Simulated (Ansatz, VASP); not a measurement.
## CoSn in VASP and in Ansatz

```
Co Sn
1.0
     4.15408    0.00000    0.00000
     0.00000    4.15408    0.00000
     0.00000    0.00000    5.07543
Co Sn
2 2
Direct
  0.00000 0.00000 0.00000
  0.50000 0.50000 0.00000
  0.00000 0.50000 0.95503
  0.50000 0.00000 0.04497
```

Alike in both runs: task single point; functional PBE; k mesh 4 × 4 × 4; occupations gaussian, width 0.1 eV; collinear spin.

|  | VASP | Ansatz |
| --- | --- | --- |
| version | VASP 6.6.1 | Ansatz 0.2.0 |
| potentials or method | VASP PAW PBE potentials, release 64 (Co, Sn_d), cutoff 520 eV | scalar-relativistic, plane waves, PAW |
| valence electrons in the cell | 46 | 62 |

|  | VASP | Ansatz | Ansatz less VASP |
| --- | --- | --- | --- |
| gap on the k mesh at the Fermi level (eV) | none | none | - |
| rms of the force components (eV/Å) | 1.476 | 1.456 | -0.0196 |
| net moment per atom (μB) | 0.00 | 0.00 | 0.000 |
| size of the moment on the site where the two differ most (μB) | 0.11 | 0.12 | +0.015 |

Site moments also hang on the region over which each program counts them. Atom by atom the forces differ by 0.020 eV/Å (rms over components). A gap of «none» marks a metal or a gap that the smearing closes. VASP's potentials hold 46 valence electrons a cell and Ansatz's 62, so a difference there can come from the potentials and not from the codes. Ansatz's warnings: seeded moment not kept.

The k mesh is coarse, so the values compare programs but aren't converged.
